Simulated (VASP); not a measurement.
Ti, 3 atoms in the cell. The structure is hexagonal, space group P6/mmm (No. 191). The conventional cell has a = 4.567 Å, b = 4.567 Å, c = 2.825 Å, α = 90.00°, β = 90.00°, γ = 120.00°. Within 3.5 Å of Ti (site symmetry -6m2) lie 11 Ti at 2.64 to 2.99 Å. Within 3.7 Å of Ti (site symmetry 6/mmm) lie 14 Ti at 2.82 to 2.99 Å. 

```yaml
Program: VASP 6.6.1
Task: single point
Functional: r2SCAN
Potentials_or_basis: VASP PAW PBE potentials, release 64 (Ti_sv)
Cutoff: 520 eV
k_mesh: 7 × 7 × 9
Occupations: fermi-dirac, width 0.05 eV
Spin: no spin polarisation
Dipole_correction: no
Further_INCAR_settings: ALGO = Normal; EDIFF = 1e-07; NBANDS = 25
```

Potentials or basis: VASP PAW PBE potentials, release 64 (Ti_sv).

Command:

```console
$ cat potpaw_PBE.64/Ti_sv/POTCAR > POTCAR
$ cp INCAR.step1 INCAR
$ mpirun -np 1 vasp_std > vasp.out
$ cp INCAR.step2 INCAR
$ mpirun -np 1 vasp_std > vasp.out
```

Hardware: 1 thread of Intel(R) Xeon(R) 6975P-C (Granite Rapids), on a shared host.

Question: How long does it take, and how much memory?

Answer: Run time: 2.1 min on 1 thread of Intel(R) Xeon(R) 6975P-C (Granite Rapids) (shared host), peak memory 0.19 GiB. Counts: k points 40.
